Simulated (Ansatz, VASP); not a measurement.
# Mo3W in VASP and in Ansatz

```
Mo W
1.0
     4.65442    0.00000    0.00000
     0.00000    4.65442    0.00000
     0.00000    0.00000    3.29117
Mo W
3 1
Direct
  0.00000 0.00000 0.00000
  0.50000 0.00000 0.50000
  0.00000 0.50000 0.50000
  0.50000 0.50000 0.00000
```

Alike in both runs: task single point; functional PBE; k mesh 4 × 4 × 6; occupations gaussian, width 0.1 eV; no spin polarisation.

|  | VASP | Ansatz |
| --- | --- | --- |
| version | VASP 6.6.1 | Ansatz 0.2.0 |
| potentials or method | VASP PAW PBE potentials, release 64 (Mo_sv, W_sv), cutoff 520 eV | scalar-relativistic, plane waves, PAW |
| valence electrons in the cell | 56 | 56 |

|  | VASP | Ansatz | Ansatz less VASP |
| --- | --- | --- | --- |
| gap on the k mesh at the Fermi level (eV) | none | none | - |
| pressure (GPa) | -23.9 | -24.2 | -0.28 |
| traceless stress, the component that is largest in VASP (GPa) | 0.38 | 0.37 | -0.010 |

A gap of «none» marks a metal or a gap that the smearing closes.

Spin-orbit coupling is off throughout.
